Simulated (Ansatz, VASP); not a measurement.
# SnTe: VASP beside Ansatz

```
CELL_PARAMETERS angstrom
0.00000 2.91802 2.91802
2.91802 0.00000 2.91802
2.91802 2.91802 0.00000
ATOMIC_POSITIONS crystal
Sn 0.00000 0.00000 0.00000
Te 0.50000 0.50000 0.50000
```

Change from the starting cell: volume scaled by 0.8, LAPW.

Alike in both runs: task single point; functional PBEsol; k mesh 11 × 11 × 11; occupations fermi-dirac, width 0.08 eV; no spin polarisation.

|  | VASP | Ansatz |
| --- | --- | --- |
| version | VASP 6.6.1 | Ansatz 0.2.0 |
| potentials or method | VASP PAW PBE potentials, release 64 (Sn_d, Te), cutoff 520 eV | all-electron LAPW, scalar-relativistic |

|  | VASP | Ansatz | Ansatz less VASP |
| --- | --- | --- | --- |
| pressure (GPa) | 17.2 | 17.1 | -0.04 |

VASP's potentials were made for PBE, not for PBEsol. Ansatz ran all-electron here, and VASP with PAW potentials.

Neither program's run includes spin-orbit coupling.
